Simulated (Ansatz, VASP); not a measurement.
# Two plane-wave programs on Ga3SbAs2

File INCAR:

```
PREC     = Accurate       # precision mode
ENCUT    = 600            # plane-wave cutoff, eV
EDIFF    = 1E-6           # SCF threshold, eV
ISMEAR   = 0              # smearing method
SIGMA    = 0.1            # smearing width, eV
LREAL    = False          # projectors in reciprocal space
LASPH    = True           # aspherical terms in the spheres
NELM     = 80             # most SCF steps
ALGO     = Normal         # electronic algorithm
ISIF     = 3              # what is computed and relaxed
LWAVE    = False          # write WAVECAR
LCHARG   = False          # write CHGCAR
GGA      = PE             # functional
IBRION   = 2              # ionic algorithm
NSW      = 90             # ionic steps
EDIFFG   = -0.04          # ionic threshold
```

KPOINTS

```
regular mesh
0
Gamma
  6 6 6
```

The input POSCAR:

```
Ga3SbAs2
1.0
   -1.9887365900      1.9887365900      8.4374947600
    1.9887365900     -1.9887365900      8.4374947600
    1.9887365900      1.9887365900     -8.4374947600
Ga Sb As
3 1 2
Direct
    0.8333333300      0.8333333300      0.0000000000
    0.5000000000      0.5000000000      0.0000000000
    0.1666666700      0.1666666700      0.0000000000
    0.7500000000      0.2500000000      0.5000000000
    0.4166666700      0.9166666700      0.5000000000
    0.0833333300      0.5833333300      0.5000000000
```

Input for Ansatz:

```yaml
crystal:
  lattice:
    - [-1.98873659, 1.98873659, 8.43749476]
    - [1.98873659, -1.98873659, 8.43749476]
    - [1.98873659, 1.98873659, -8.43749476]
  atoms:
    - { symbol: Ga, position: [0.83333333, 0.83333333, 0.0] }
    - { symbol: Ga, position: [0.5, 0.5, 0.0] }
    - { symbol: Ga, position: [0.16666667, 0.16666667, 0.0] }
    - { symbol: Sb, position: [0.75, 0.25, 0.5] }
    - { symbol: As, position: [0.41666667, 0.91666667, 0.5] }
    - { symbol: As, position: [0.08333333, 0.58333333, 0.5] }
basis:
  ecutwfc: 420
kpoints:
  mp_grid: { grid: [6, 6, 6] }
hamiltonian:
  xc: pbe
scf:
  occupations: { method: gaussian, width: 0.1 }
  lower_state_search: "off"
output:
  forces: true
  stress: true
  eigenvalues: true
relax:
  adjacent_minimum: "off"
  f_tol: 0.04
  max_steps: 70
  cell: { stress_tol: 0.4 }
```

Alike in both runs: task relaxation of cell and atoms; functional PBE; k mesh 6 × 6 × 6; occupations gaussian, width 0.1 eV; no spin polarisation.

|  | VASP | Ansatz |
| --- | --- | --- |
| version | VASP 6.6.1 | Ansatz 0.2.0 |
| potentials or method | VASP PAW PBE potentials, release 64 (Ga_d, Sb, As), cutoff 600 eV | scalar-relativistic, plane waves, PAW |
| valence electrons in the cell | 54 | 84 |

|  | VASP | Ansatz | Ansatz less VASP |
| --- | --- | --- | --- |
| gap on the k mesh at the Fermi level, each at its own relaxed structure (eV) | none | none | - |
| relaxed volume (Å³/atom) | 25.89 | 25.88 | -0.010 |
| relaxed cell length with the largest relative difference (Å) | 9.332 | 9.318 | -0.0136 |

A gap of «none» marks a metal or a gap that the smearing closes. VASP's potentials hold 54 valence electrons a cell and Ansatz's 84, so a difference there can come from the potentials and not from the codes.

The k mesh is coarse, so the values compare programs but aren't converged. Neither program's run includes spin-orbit coupling. Noted on VASP's run: the volume moved by over 15 % at a fixed basis, so the end points are rough.
